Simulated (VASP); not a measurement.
Wanted: the native input for a VASP 6.6.1 run.

* Task: single point
* Functional: LDA
* Potentials or basis: VASP PAW LDA potentials, release 64 (Na_pv)
* Cutoff: 520 eV
* k mesh: 18 × 18 × 18
* Occupations: gaussian, width 0.15 eV
* Spin: no spin polarisation
* Dipole correction: no
* Further INCAR settings: ALGO = Fast; EDIFF = 1e-06; NBANDS = 10

The structure of Na lies in POSCAR:

```
Na
1.0
   -2.4444751881      2.4444751881      1.5889088723
    2.4444751881     -2.4444751881      1.5889088723
    2.4444751881      2.4444751881     -1.5889088723
Na
1
Direct
    0.0000000000      0.0000000000      0.0000000000
```

This cell differs from its parent crystal: ratio of the length along z to the lengths across it x 0.65, volume and fractional coordinates fixed.

The input as run:

INCAR

```
SYSTEM = Na
PREC = Accurate ; ENCUT = 520
EDIFF = 1E-6 ; ISMEAR = 0
SIGMA = 0.15 ; LREAL = .FALSE.
LASPH = .TRUE. ; NELM = 60
ALGO = Fast ; ISIF = 2
LWAVE = .FALSE. ; LCHARG = .FALSE.
NBANDS = 10
```

KPOINTS

```
regular mesh
0
G
  18 18 18
  0 0 0
```

Potentials or basis: VASP PAW LDA potentials, release 64 (Na_pv).

Command:

```sh
$ cat potpaw_LDA.64/Na_pv/POTCAR > POTCAR
$ mpirun -np 1 vasp_std > vasp.out
```

Results of the run:

```
Pressure : -0.6 GPa
```

Run time: 48 s on 1 thread of Intel(R) Xeon(R) 6975P-C (Granite Rapids) (shared host), peak memory 0.24 GiB.
